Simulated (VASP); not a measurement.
Write the native input for VASP 6.6.1 that does the following.

- Task: single point
- Functional: r2SCAN
- Potentials or basis: VASP PAW PBE potentials, release 64 (Ni)
- Cutoff: 520 eV
- k mesh: 13 × 13 × 13
- Occupations: fermi-dirac, width 0.05 eV
- Spin: collinear spin, ferromagnetic start
- Starting moments: [1.0] μB
- Dipole correction: no
- Further INCAR settings: ALGO = Normal; EDIFF = 1e-07; NBANDS = 15

Ni:

```
Ni
1.0
     0.00000    1.76044    1.76044
     1.76044    0.00000    1.76044
     1.76044    1.76044    0.00000
Ni
1
Direct
  0.00000 0.00000 0.00000
```

The input as run:

POSCAR

```
Ni
1.0
    0.0000000000      1.7604383569      1.7604383569
    1.7604383569      0.0000000000      1.7604383569
    1.7604383569      1.7604383569      0.0000000000
Ni
1
Direct
    0.0000000000      0.0000000000      0.0000000000
```

INCAR.step1

```
PREC     = Accurate       # precision mode
ENCUT    = 520            # plane-wave cutoff, eV
ISMEAR   = -1             # smearing method
SIGMA    = 0.05           # smearing width, eV
LREAL    = False          # projectors in reciprocal space
LASPH    = True           # aspherical terms in the spheres
NELM     = 150            # most SCF steps
ISPIN    = 2              # spin polarisation
MAGMOM   = 1              # initial moments
LMAXMIX  = 4              # l up to which the mixer works
NBANDS   = 15             # bands
GGA      = PE             # functional
ALGO     = Normal         # electronic algorithm
EDIFF    = 1E-4           # SCF threshold, eV
LWAVE    = True           # write WAVECAR
LCHARG   = False          # write CHGCAR
```

INCAR.step2

```
PREC     = Accurate       # precision mode
ENCUT    = 520            # plane-wave cutoff, eV
EDIFF    = 1E-7           # SCF threshold, eV
ISMEAR   = -1             # smearing method
SIGMA    = 0.05           # smearing width, eV
LREAL    = False          # projectors in reciprocal space
LASPH    = True           # aspherical terms in the spheres
NELM     = 150            # most SCF steps
ALGO     = Normal         # electronic algorithm
ISIF     = 2              # what is computed and relaxed
LWAVE    = False          # write WAVECAR
LCHARG   = False          # write CHGCAR
ISPIN    = 2              # spin polarisation
MAGMOM   = 1              # initial moments
LORBIT   = 11             # projections on sites
LMAXMIX  = 4              # l up to which the mixer works
METAGGA  = R2SCAN         # meta-GGA
LMIXTAU  = True         
NBANDS   = 15             # bands
ISTART   = 1
```

KPOINTS

```
regular mesh
0
Gamma
  13 13 13
```

Potentials or basis: VASP PAW PBE potentials, release 64 (Ni).

Run with:

```sh
$ cat potpaw_PBE.64/Ni/POTCAR > POTCAR
$ cp INCAR.step1 INCAR
$ mpirun -np 1 vasp_std > vasp.out
$ cp INCAR.step2 INCAR
$ mpirun -np 1 vasp_std > vasp.out
```

It gave:

```json
{
  "Pressure": "-7.3 GPa",
  "Net moment": "0.71 μB per cell",
  "Site moments": "Ni +0.73 μB",
  "Valence electrons inside the program's atomic spheres": "Ni 9.34"
}
```

Caveat: the PAW data sets were made with another functional, which shifts forces and pressure a little.

Wall time 92 s on 1 thread of AMD EPYC 9R45 96-Core Processor (Zen 5), on a shared host, peak memory 0.12 GiB.
